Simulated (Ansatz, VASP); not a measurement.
# Two plane-wave programs on Nb2B

INCAR

```
SYSTEM = Nb2B
PREC = Accurate ; ENCUT = 600
EDIFF = 1E-7 ; ISMEAR = 0
SIGMA = 0.1 ; LREAL = .FALSE.
LASPH = .TRUE. ; NELM = 80
ALGO = Fast ; ISIF = 3
LWAVE = .FALSE. ; LCHARG = .FALSE.
GGA = PE ; IBRION = 2
NSW = 100 ; EDIFFG = -0.01
```

Contents of KPOINTS:

```
Automatic mesh
0
G
  12 12 16
  0 0 0
```

Contents of POSCAR:

```
Nb2B
1.0
    4.4504601301      0.0000000000      0.0000000000
   -2.2252300651      3.8542115312      0.0000000000
    0.0000000000      0.0000000000      2.7614825328
Nb B
2 1
Direct
    0.3333333333      0.6666666667      0.5000000000
    0.6666666667      0.3333333333      0.5000000000
    0.0000000000      0.0000000000      0.5000000000
```

Input for Ansatz:

```yaml
crystal:
  lattice:
    - [4.4504601301, 0.0, 0.0]
    - [-2.2252300651, 3.8542115312, 0.0]
    - [0.0, 0.0, 2.7614825328]
  atoms:
    - { symbol: Nb, position: [0.3333333333, 0.6666666667, 0.5] }
    - { symbol: Nb, position: [0.6666666667, 0.3333333333, 0.5] }
    - { symbol: B, position: [0.0, 0.0, 0.5] }
basis:
  ecutwfc: 420
kpoints:
  mp_grid: { grid: [12, 12, 16] }
hamiltonian:
  xc: pbe
scf:
  occupations: { method: gaussian, width: 0.1 }
output:
  forces: true
  stress: true
  eigenvalues: true
relax:
  adjacent_minimum: "off"
  f_tol: 0.01
  max_steps: 80
  cell: { stress_tol: 0.05 }
```

Alike in both runs: task relaxation of cell and atoms; functional PBE; k mesh 12 × 12 × 16; occupations gaussian, width 0.1 eV; no spin polarisation.

```csv
,VASP,Ansatz
version,VASP 6.6.1,Ansatz 0.2.0
potentials or method,"VASP PAW PBE potentials, release 64 (Nb_sv, B), cutoff 600 eV","scalar-relativistic, plane waves, PAW"
valence electrons in the cell,29,29
```

Ansatz gave:

```
gap on the k mesh at the Fermi level, each at its own relaxed structure (eV) : none
relaxed volume (Å³/atom)                                                     : 15.80
relaxed cell length with the largest relative difference (Å)                 : 2.750
```

What did VASP give for the same quantities?

gap on the k mesh at the Fermi level, each at its own relaxed structure (eV): none; relaxed volume (Å³/atom): 15.78; relaxed cell length with the largest relative difference (Å): 2.749.

A gap of «none» marks a metal or a gap that the smearing closes.
